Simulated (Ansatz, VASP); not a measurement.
## GaN in VASP and in Ansatz

```xyz
2
Lattice="0.0423 2.2535 2.2535 2.2535 0.0423 2.2535 2.2958 2.2958 0.0000" Properties=species:S:1:pos:R:3 pbc="T T T"
Ga    0.0000    0.0000    0.0000
N     3.4436    3.4436    3.3803
```

Change from the starting cell: strain +0.0375 x Voigt [0, 0, 0, 0, 0, 1], atoms carried along.

Alike in both runs: task single point; functional PBEsol; k mesh 10 × 10 × 10; occupations gaussian, width 0.05 eV; no spin polarisation.

```csv
,VASP,Ansatz
version,VASP 6.6.1,Ansatz 0.2.0
potentials or method,"VASP PAW PBE potentials, release 64 (Ga_d, N), cutoff 520 eV","scalar-relativistic, plane waves, PAW"
valence electrons in the cell,18,18
```

Ansatz gave:

- gap on the k mesh at the Fermi level (eV): 1.56
- least direct gap on the mesh (eV): 1.56
- pressure (GPa): -0.7
- traceless stress, the component that is largest in VASP (GPa): -7.08
- rms of the force components (eV/Å): 0.176

Q: Estimate VASP's values.

A: gap on the k mesh at the Fermi level (eV): 1.58; least direct gap on the mesh (eV): 1.58; pressure (GPa): -1.0; traceless stress, the component that is largest in VASP (GPa): -7.07; rms of the force components (eV/Å): 0.172.

VASP's potentials were made for PBE, not for PBEsol. Atom by atom the forces differ by 0.005 eV/Å (rms over components).
